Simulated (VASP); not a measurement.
Set up this calculation in VASP 6.6.1, as the native input.

```
Task                   : single point
Functional             : PBE
Potentials or basis    : VASP PAW PBE potentials, release 64 (Hf_pv)
Cutoff                 : 500 eV
k mesh                 : 7 × 7 × 4
Occupations            : fermi-dirac, width 0.1 eV
Spin                   : no spin polarisation
Dipole correction      : no
Further INCAR settings : ALGO = Normal; EDIFF = 1e-06; NBANDS = 17
```

The structure of Hf lies in POSCAR:

```
Hf
1.0
    3.1992483335      0.0000000000      0.0000000000
   -1.5996241668      2.7706303298      0.0000000000
    0.0000000000      0.0000000000      5.0909345543
Hf
2
Direct
    0.3333333333      0.6666666667      0.2500000000
    0.6666666667      0.3333333333      0.7500000000
```

The input as run:

INCAR

```
PREC = Accurate ; ENCUT = 500
EDIFF = 1E-6 ; ISMEAR = -1
SIGMA = 0.1 ; LREAL = F
LASPH = T ; NELM = 120
ALGO = Normal ; ISIF = 2
LWAVE = F ; LCHARG = T
GGA = PE ; LELF = T
LVHAR = T ; NBANDS = 17
GGA_COMPAT = F
```

KPOINTS

```
regular mesh
0
Gamma
  7 7 4
```

Potentials or basis: VASP PAW PBE potentials, release 64 (Hf_pv).

Launch:

```sh
$ cat potpaw_PBE.64/Hf_pv/POTCAR > POTCAR
$ mpirun -np 1 vasp_std > vasp.out
```

It gave:

```
Pressure               : -0.4 GPa
Band gap on the k mesh : zero (band 10 reaches 6.05 eV, above the bottom of band 11 at 4.64 eV)
```

Caveat: spin-orbit coupling is left out, which moves the levels of the heavy elements.

It took 22 s on 1 thread of AMD EPYC 7R43 64-Core Processor (Zen 3) (shared host), peak memory 0.12 GiB.
